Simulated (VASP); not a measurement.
Write the native input for VASP 6.6.1 that does the following.

* Task: relaxation of cell and atoms
* Functional: LDA
* Potentials or basis: VASP PAW LDA potentials, release 64 (Sc_sv)
* Cutoff: 600 eV
* k mesh: 12 × 12 × 8
* Occupations: fermi-dirac, width 0.15 eV
* Spin: no spin polarisation
* Dipole correction: no
* Further INCAR settings: ALGO = Normal; EDIFF = 1e-06; IBRION = 2; EDIFFG = -0.001; NSW = 80; ISIF = 3

The structure of Sc lies in POSCAR:

```
Sc
1.0
    3.2295365112      0.0000000028      0.0000000000
   -1.6147682580      2.7968606597      0.0000000000
    0.0000000000      0.0000000000      4.9860880419
Sc
2
Direct
    0.3333333333      0.6666666667      0.2500000000
    0.6666666667      0.3333333333      0.7500000000
```

The input as run:

INCAR

```
ALGO = Normal
EDIFF = 1E-6
EDIFFG = -0.001
ENCUT = 600
IBRION = 2
ISIF = 3
ISMEAR = -1
LASPH = True
LCHARG = False
LREAL = False
LWAVE = False
NELM = 60
NSW = 80
PREC = Accurate
SIGMA = 0.15
```

KPOINTS

```
k-points
0
Gamma
  12 12 8
```

Potentials or basis: VASP PAW LDA potentials, release 64 (Sc_sv).

Command:

```bash
$ cat potpaw_LDA.64/Sc_sv/POTCAR > POTCAR
$ mpirun -np 1 vasp_std > vasp.out
```

Results of the run:

The relaxed volume is 22.71 Å³/atom and the relaxed cell is a = 3.227 Å, b = 3.227 Å, c = 5.036 Å, α = 90.00°, β = 90.00°, γ = 120.00°. The space group after relaxing (to 0.1 Å) is P6_3/mmc (No. 194) and the energy gained by relaxing is 0.7 meV/atom. The ionic steps are 48, the pressure after relaxing is 0.0 GPa and the band gap on the k mesh is zero (bands 11 and 12 overlap by 1.59 eV).

Wall time 19 min on 1 thread of Intel Xeon 8259CL, on a shared host, peak memory 0.22 GiB.
